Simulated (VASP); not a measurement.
# Al (Fm-3m) in VASP: single point with PBE

Aim: the single point of Al with PBE.

Everything below comes from runs of VASP 6.6.1. Logs are shortened: lines on timing, memory, paths and dates and some standing lists are left out, and cuts for length are marked.

## Step 1: The cell of the first run

The structure is cubic, space group Fm-3m (No. 225). Conventional cell: a = 4.040 Å, b = 4.040 Å, c = 4.040 Å, α = 90.00°, β = 90.00°, γ = 90.00°. Within 3.8 Å of Al (site symmetry m-3m) lie 12 Al at 2.86 Å.

## Step 2: Single point, PBE

INCAR

```
PREC = Accurate
ENCUT = 500
EDIFF = 1E-6
ISMEAR = -1
SIGMA = 0.1
LREAL = Auto
LASPH = True
NELM = 120
ALGO = Normal
ISIF = 2
LWAVE = False
LCHARG = True
GGA = PE
LELF = True
LVHAR = True
NBANDS = 70
GGA_COMPAT = False
```

KPOINTS

```
Automatic mesh
0
Gamma
  2 2 2
```

POSCAR

```
Al
1.0
    8.0800000000      0.0000000000      0.0000000000
    0.0000000000      8.0800000000      0.0000000000
    0.0000000000      0.0000000000      8.0800000000
Al
32
Direct
    0.0000000000      0.0000000000      0.0000000000
    0.0000000000      0.2500000000      0.2500000000
    0.2500000000      0.0000000000      0.2500000000
    0.2500000000      0.2500000000      0.0000000000
    0.0000000000      0.0000000000      0.5000000000
    0.0000000000      0.2500000000      0.7500000000
    0.2500000000      0.0000000000      0.7500000000
    0.2500000000      0.2500000000      0.5000000000
    0.0000000000      0.5000000000      0.0000000000
    0.0000000000      0.7500000000      0.2500000000
    0.2500000000      0.5000000000      0.2500000000
    0.2500000000      0.7500000000      0.0000000000
    0.0000000000      0.5000000000      0.5000000000
    0.0000000000      0.7500000000      0.7500000000
    0.2500000000      0.5000000000      0.7500000000
    0.2500000000      0.7500000000      0.5000000000
    0.5000000000      0.0000000000      0.0000000000
    0.5000000000      0.2500000000      0.2500000000
    0.7500000000      0.0000000000      0.2500000000
    0.7500000000      0.2500000000      0.0000000000
    0.5000000000      0.0000000000      0.5000000000
    0.5000000000      0.2500000000      0.7500000000
    0.7500000000      0.0000000000      0.7500000000
    0.7500000000      0.2500000000      0.5000000000
    0.5000000000      0.5000000000      0.0000000000
    0.5000000000      0.7500000000      0.2500000000
    0.7500000000      0.5000000000      0.2500000000
    0.7500000000      0.7500000000      0.0000000000
    0.5000000000      0.5000000000      0.5000000000
    0.5000000000      0.7500000000      0.7500000000
    0.7500000000      0.5000000000      0.7500000000
    0.7500000000      0.7500000000      0.5000000000
```

Potentials or basis: VASP PAW PBE potentials, release 64 (Al).

Started as:

```
> cat potpaw_PBE.64/Al/POTCAR > POTCAR
> mpirun -np 1 vasp_std > vasp.out
```

OUTCAR:

```text
PREC = Accurate
   ENCUT = 500
   EDIFF = 1E-6
   ISMEAR = -1
   LREAL = Auto
   LASPH = True
   NELM = 120
   ISIF = 2
   GGA = PE

 ion  position               nearest neighbor table
   1  0.000  0.000  0.000-   2 2.86   3 2.86   4 2.86   6 2.86   7 2.86  10 2.86  12 2.86  14 2.86
                            19 2.86  20 2.86  23 2.86  28 2.86
   2  0.000  0.250  0.250-   1 2.86   3 2.86   4 2.86   5 2.86   8 2.86   9 2.86  11 2.86  13 2.86
                            19 2.86  20 2.86  24 2.86  27 2.86
   3  0.250  0.000  0.250-   1 2.86   2 2.86   4 2.86   5 2.86   8 2.86  10 2.86  12 2.86  16 2.86
                            17 2.86  18 2.86  21 2.86  26 2.86
   4  0.250  0.250  0.000-   1 2.86   2 2.86   3 2.86   6 2.86   7 2.86   9 2.86  11 2.86  15 2.86
                            17 2.86  18 2.86  22 2.86  25 2.86
   5  0.000  0.000  0.500-   2 2.86   3 2.86   6 2.86   7 2.86   8 2.86  10 2.86  14 2.86  16 2.86
                            19 2.86  23 2.86  24 2.86  32 2.86
   6  0.000  0.250  0.750-   1 2.86   4 2.86   5 2.86   7 2.86   8 2.86   9 2.86  13 2.86  15 2.86
                            20 2.86  23 2.86  24 2.86  31 2.86
   7  0.250  0.000  0.750-   1 2.86   4 2.86   5 2.86   6 2.86   8 2.86  12 2.86  14 2.86  16 2.86
                            17 2.86  21 2.86  22 2.86  30 2.86
   8  0.250  0.250  0.500-   2 2.86   3 2.86   5 2.86   6 2.86   7 2.86  11 2.86  13 2.86  15 2.86
                            18 2.86  21 2.86  22 2.86  29 2.86
   9  0.000  0.500  0.000-   2 2.86   4 2.86   6 2.86  10 2.86  11 2.86  12 2.86  14 2.86  15 2.86
[... 33 lines left out ...]
  26  0.500  0.750  0.250-   3 2.86  11 2.86  12 2.86  16 2.86  17 2.86  19 2.86  21 2.86  25 2.86
                            27 2.86  28 2.86  29 2.86  32 2.86
  27  0.750  0.500  0.250-   2 2.86   9 2.86  10 2.86  13 2.86  18 2.86  20 2.86  24 2.86  25 2.86
                            26 2.86  28 2.86  29 2.86  32 2.86
  28  0.750  0.750  0.000-   1 2.86   9 2.86  10 2.86  14 2.86  17 2.86  19 2.86  23 2.86  25 2.86
                            26 2.86  27 2.86  30 2.86  31 2.86
  29  0.500  0.500  0.500-   8 2.86  11 2.86  15 2.86  16 2.86  18 2.86  22 2.86  24 2.86  26 2.86
                            27 2.86  30 2.86  31 2.86  32 2.86
  30  0.500  0.750  0.750-   7 2.86  12 2.86  15 2.86  16 2.86  17 2.86  21 2.86  23 2.86  25 2.86
                            28 2.86  29 2.86  31 2.86  32 2.86
  31  0.750  0.500  0.750-   6 2.86   9 2.86  13 2.86  14 2.86  20 2.86  22 2.86  24 2.86  25 2.86
                            28 2.86  29 2.86  30 2.86  32 2.86
  32  0.750  0.750  0.500-   5 2.86  10 2.86  13 2.86  14 2.86  19 2.86  21 2.86  23 2.86  26 2.86
                            27 2.86  29 2.86  30 2.86  31 2.86

  LATTYP: Found a simple cubic cell.
 ALAT       =     8.0800000000

  Lattice vectors:

 A1 = (   8.0800000000,   0.0000000000,   0.0000000000)
 A2 = (   0.0000000000,   8.0800000000,   0.0000000000)
 A3 = (   0.0000000000,   0.0000000000,   8.0800000000)

[... 135 lines left out ...]
   NUPDOWN=      -1.0000    fix difference up-down
   EMIN   =  10.00;   EMAX   =-10.00  energy-range for DOS
   EFERMI =   0.00;   METHOD = LEGACY
   ISMEAR =    -1;   SIGMA  =   0.10  broadening in eV -4-tet -1-fermi 0-gaus
   EFERMI_NEDOS =   21; number of points for ismear=-14 and -15
   IALGO  =     38    algorithm
   IMIX   =      4    mixing-type and parameters
     AMIX     =   0.40;   BMIX     =  1.00
     AMIX_MAG =   1.60;   BMIX_MAG =  1.00
  volume/ion in A,a.u.               =      16.48       111.25
  Fermi-wavevector in a.u.,A,eV,Ry     =   0.927728  1.753151 11.710246  0.860679
  Thomas-Fermi vector in A             =   2.053828
   LORBIT       =      0    0 simple, 1 ext, 2 COOP (PROOUT), +10 PAW based schemes
   GGA     = PE    functional components
   LHFCALC =     F    Hartree Fock is set to
   AEXX    =    0.0000 exact exchange contribution
   IVDW    =     0    specifies the selected vdW correction
   LEPSILON=     F    determine dielectric tensor
   LRPA    =     F    only Hartree local field effects (RPA)
 non-spin polarized calculation
  energy-cutoff  :      500.00
  volume of cell :      527.51
 maximum number of plane-waves:     13448
 NGX is ok and might be reduce to    60
   NGX = 29   NGY = 29   NGZ = 29

 number of electron      96.0000001 magnetization

 Free energy of the ion-electron system (eV)
  ---------------------------------------------------
  ext. energy  EPLUGINS =         0.00000000
  ---------------------------------------------------
  free energy    TOTEN  =      -119.86908492 eV

  energy without entropy =     -119.19565160  energy(sigma->0) =     -119.53236826

 E-fermi :   7.6767     XC(G=0): -10.1996

 val. band max:        7.6143711306   @ k =   0.5000   0.5000   0.0000
 cond. band min:       7.6838488962   @ k =   0.5000   0.0000   0.0000
 fundamental gap:      0.0694777656
 Fermi energy:         7.6767199613

 k-point     1 :       0.0000    0.0000    0.0000
  band No.  band energies     occupation
      1      -3.1308      2.00000
      2      -0.8812      2.00000
      3      -0.8812      2.00000
      4      -0.8812      2.00000
      5      -0.8812      2.00000
      6      -0.8812      2.00000
[... 241 lines left out ...]
     59      11.4513      0.00000
     60      11.4513      0.00000
 [bands above 60 left out]

------------------------ aborting loop because EDIFF is reached ----------------------------------------

  FORCE on cell =-STRESS in cart. coord.  units (eV):
  Direction    XX          YY          ZZ          XY          YZ          ZX
  --------------------------------------------------------------------------------------
  -------------------------------------------------------------------------------------
  Total        1.1216316      1.1216316      1.1216316     -0.0000000     -0.0000000      0.0000000
  in kB        3.4066437      3.4066437      3.4066437     -0.0000000     -0.0000000      0.0000000
  external PRESSURE =       3.4066437 kB  Pullay stress =       0.0000000 kB

 VOLUME and BASIS-vectors are now :
 -----------------------------------------------------------------------------
  energy-cutoff  :      500.00
  volume of cell :      527.51
      direct lattice vectors                 reciprocal lattice vectors
     8.080000000  0.000000000  0.000000000     0.123762376  0.000000000  0.000000000
     0.000000000  8.080000000  0.000000000     0.000000000  0.123762376  0.000000000
     0.000000000  0.000000000  8.080000000     0.000000000  0.000000000  0.123762376

 POSITION                                       TOTAL-FORCE (eV/Angst)
 -----------------------------------------------------------------------------------
      0.00000      0.00000      0.00000        -0.000000      0.000000     -0.000000
      0.00000      2.02000      2.02000        -0.000000      0.000000      0.000000
      2.02000      0.00000      2.02000         0.000000     -0.000000     -0.000000
      2.02000      2.02000      0.00000        -0.000000      0.000000      0.000000
      0.00000      0.00000      4.04000        -0.000000     -0.000000      0.000000
      0.00000      2.02000      6.06000         0.000000     -0.000000      0.000000
[... 24 lines left out ...]
      6.06000      4.04000      6.06000        -0.000000     -0.000000     -0.000000
      6.06000      6.06000      4.04000         0.000000     -0.000000     -0.000000
 -----------------------------------------------------------------------------------
    total drift:                               -0.000000      0.000000      0.000000

  FREE ENERGIE OF THE ION-ELECTRON SYSTEM (eV)
  ---------------------------------------------------
  free  energy   TOTEN  =      -119.8690849178 eV

  energy  without entropy=     -119.1956515995  energy(sigma->0) =     -119.53236826
```

stdout:

```text
POSCAR found type information on POSCAR Al
 POSCAR found :  1 types and      32 ions
 scaLAPACK will be used
 LDA part: xc-table for (Slater+PW92), standard interpolation
 POSCAR, INCAR and KPOINTS ok, starting setup
 FFT: planning ... GRIDC
 FFT: planning ... GRID_SOFT
 FFT: planning ... GRID
 WAVECAR not read
 entering main loop
```

Wall time 3.7 min (1 thread of AMD EPYC 7R43 (Zen 3), shared host); peak memory 0.43 GiB.

What came out:

- Free energy: -119.8691 eV
- Pressure: 0.3 GPa
- Band gap on the k mesh: zero (band 48 reaches 8.18 eV, above the bottom of band 49 at 7.25 eV)

Caveat: the k points lie up to 0.39 Å⁻¹ apart.
